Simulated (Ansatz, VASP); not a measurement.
# One calculation of HfIn4SiO6, two programs

File INCAR:

```
SYSTEM = HfIn4SiO6
PREC = Accurate ; ENCUT = 520
EDIFF = 1E-7 ; ISMEAR = -1
SIGMA = 0.05 ; LREAL = .False.
LASPH = .True. ; NELM = 150
ALGO = Normal ; ISIF = 2
LWAVE = .False. ; LCHARG = .False.
LMAXMIX = 4 ; LDAU = .True.
LDAUTYPE = 2 ; LDAUL = 2 -1 -1 -1
LDAUU = 4 0 0 0 ; LDAUJ = 0 0 0 0
LDAUPRINT = 1 ; GGA = PE
NBANDS = 63 ; KPAR = 4
```

File KPOINTS:

```
regular mesh
0
Gamma
  6 6 3
  0 0 0
```

The input POSCAR:

```
HfIn4SiO6
1.0
    5.2774300000      0.0000000000      0.0000000000
   -2.6387200000      4.5703900000      0.0000000000
    0.0000000000      0.0000000000     10.5590500000
Hf In Si O
1 4 1 6
Direct
    0.0000000000      0.0000000000      0.0000000000
    0.3333300000      0.6666700000      0.3044600000
    0.3333300000      0.6666700000      0.6955400000
    0.6666700000      0.3333300000      0.7891900000
    0.6666700000      0.3333300000      0.2108100000
    0.3333300000      0.6666700000      0.0000000000
    0.3063400000      0.3716200000      0.8997200000
    0.6283800000      0.6936600000      0.1002800000
    0.6283800000      0.9347100000      0.8997200000
    0.0652900000      0.3716200000      0.1002800000
    0.0652900000      0.6936600000      0.8997200000
    0.3063400000      0.9347100000      0.1002800000
```

input.yaml

```yaml
crystal:
  lattice:
    - [5.27743, 0.0, 0.0]
    - [-2.63872, 4.57039, 0.0]
    - [0.0, 0.0, 10.55905]
  atoms:
    - { symbol: Hf, position: [0.0, 0.0, 0.0] }
    - { symbol: In, position: [0.33333, 0.66667, 0.30446] }
    - { symbol: In, position: [0.33333, 0.66667, 0.69554] }
    - { symbol: In, position: [0.66667, 0.33333, 0.78919] }
    - { symbol: In, position: [0.66667, 0.33333, 0.21081] }
    - { symbol: Si, position: [0.33333, 0.66667, 0.0] }
    - { symbol: O, position: [0.30634, 0.37162, 0.89972] }
    - { symbol: O, position: [0.62838, 0.69366, 0.10028] }
    - { symbol: O, position: [0.62838, 0.93471, 0.89972] }
    - { symbol: O, position: [0.06529, 0.37162, 0.10028] }
    - { symbol: O, position: [0.06529, 0.69366, 0.89972] }
    - { symbol: O, position: [0.30634, 0.93471, 0.10028] }
hamiltonian:
  xc: pbe
  pseudopotentials: { kind: paw }
  hubbard: { sites: [{ species: Hf, l: d, u_eff: 4.0 }] }
kpoints:
  mp_grid: { grid: [6, 6, 3] }
scf:
  occupations: { method: fermi_dirac, width: 0.05 }
  n_extra_bands: 30
output:
  forces: true
  stress: true
  eigenvalues: true
  dos: { projected: true, de: 0.05, nscf_kmesh: { grid: [9, 9, 5] } }
  write_density: true
  write_potential: true
  elf: true
  volumetric_format: npy
```

Alike in both runs: functional PBE; k mesh 6 × 6 × 3; occupations fermi-dirac, width 0.05 eV; no spin polarisation; Hubbard terms Hf d U = 4.0 eV.

```csv
,VASP,Ansatz
version,VASP 6.6.1,Ansatz 0.2.0
potentials or method,"VASP PAW PBE potentials, release 64 (Hf_pv, In_d, Si, O)",Ansatz PAW
plane-wave cutoff (eV),520,420
valence electrons in the cell,102,118
task,single point,projected density of states
```

```csv
,VASP,Ansatz,Ansatz less VASP
pressure (GPa),1.1,0.7,-0.37
"traceless stress, the component that is largest in VASP (GPa)",-0.24,-0.32,-0.084
rms of the force components (eV/Å),0.139,0.104,-0.0344
```

The programs project onto different local orbitals, so the same U acts differently, and such runs can settle in different states. Atom by atom the forces differ by 0.044 eV/Å (rms over components). VASP's potentials hold 102 valence electrons a cell and Ansatz's 118, so a difference there can come from the potentials and not from the codes.

Neither program's run includes spin-orbit coupling.
